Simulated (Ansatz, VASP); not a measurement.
CuO: VASP beside Ansatz

File INCAR:

```
SYSTEM = CuO
ALGO     = Normal         ! electronic algorithm
EDIFF    = 1E-7           ! SCF threshold, eV
ENCUT    = 520            ! plane-wave cutoff, eV
GGA      = PS             ! functional
ISIF     = 2              ! what is computed and relaxed
ISMEAR   = -1             ! smearing method
LASPH    = .TRUE.         ! aspherical terms in the spheres
LCHARG   = .FALSE.        ! write CHGCAR
LREAL    = .FALSE.        ! projectors in reciprocal space
LWAVE    = .FALSE.        ! write WAVECAR
NBANDS   = 25             ! bands
NELM     = 80             ! most SCF steps
PREC     = Accurate       ! precision mode
SIGMA    = 0.05           ! smearing width, eV
```

KPOINTS

```
k-points
0
G
  8 8 6
  0 0 0
```

File POSCAR:

```
CuO
1.0
    3.1754955000      0.0000000000      0.0000000000
    0.0000000000      3.1754955000      0.0000000000
    0.0000000000      0.0000000000      4.6495318700
Cu O
2 2
Direct
    0.0000000000      0.0000000000      0.0000000000
    0.5000000000      0.5000000000      0.0000000000
    0.5000000000      0.0000000000      0.2670000000
    0.0000000000      0.5000000000      0.7330000000
```

Contents of input.yaml:

```yaml
crystal:
  lattice:
    - [3.1754955, 0.0, 0.0]
    - [0.0, 3.1754955, 0.0]
    - [0.0, 0.0, 4.64953187]
  atoms:
    - { symbol: Cu, position: [0.0, 0.0, 0.0] }
    - { symbol: Cu, position: [0.5, 0.5, 0.0] }
    - { symbol: O, position: [0.5, 0.0, 0.267] }
    - { symbol: O, position: [0.0, 0.5, 0.733] }
hamiltonian:
  xc: pbesol
  pseudopotentials: { kind: paw }
kpoints:
  mp_grid: { grid: [8, 8, 6] }
scf:
  occupations: { method: fermi_dirac, width: 0.05 }
output:
  forces: true
  stress: true
  eigenvalues: true
```

Alike in both runs: task single point; functional PBEsol; k mesh 8 × 8 × 6; occupations fermi-dirac, width 0.05 eV; no spin polarisation.

|  | VASP | Ansatz |
| --- | --- | --- |
| version | VASP 6.6.1 | Ansatz 0.2.0 |
| potentials or method | VASP PAW PBE potentials, release 64 (Cu, O) | Ansatz PAW |
| plane-wave cutoff (eV) | 520 | 420 |
| valence electrons in the cell | 34 | 50 |

Ansatz gave:

* gap on the k mesh at the Fermi level (eV): none
* pressure (GPa): 9.9
* traceless stress, the component that is largest in VASP (GPa): -23.40
* rms of the force components (eV/Å): 0.540

Problem. What did VASP give for the same quantities?

Solution. gap on the k mesh at the Fermi level (eV): none; pressure (GPa): 10.5; traceless stress, the component that is largest in VASP (GPa): -23.62; rms of the force components (eV/Å): 0.506.

VASP's potentials were made for PBE, not for PBEsol. Atom by atom the forces differ by 0.034 eV/Å (rms over components). A gap of «none» marks a metal or a gap that the smearing closes. The functional is the same, so the differences come from potentials, cutoffs and numerics. VASP's potentials hold 34 valence electrons a cell and Ansatz's 50, so a difference there can come from the potentials and not from the codes.
